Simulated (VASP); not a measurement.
A run of VASP 6.6.1 is set up as follows.

Contents of INCAR:

```
SYSTEM = Ir
PREC = Accurate
ENCUT = 500
EDIFF = 1E-6
ISMEAR = 1
SIGMA = 1.0
LREAL = .False.
LASPH = .True.
NELM = 120
ALGO = Normal
ISIF = 2
LWAVE = .False.
LCHARG = .False.
GGA = CA
NBANDS = 14
GGA_COMPAT = .False.
```

File KPOINTS:

```
Automatic mesh
0
Gamma
  14 14 14
  0 0 0
```

The input POSCAR:

```
Ir
1.0
    0.0000000000      1.9060927672      1.9060927672
    1.9060927672      0.0000000000      1.9060927672
    1.9060927672      1.9060927672      0.0000000000
Ir
1
Direct
    0.0000000000      0.0000000000      0.0000000000
```

Potentials or basis: VASP PAW LDA potentials, release 64 (Ir_sv_GW).

Command:

```sh
$ cat potpaw_LDA.64/Ir_sv_GW/POTCAR > POTCAR
$ mpirun -np 1 vasp_std > vasp.out
```

**Question.** Estimate the pressure.

**Answer.** -1.9 GPa.
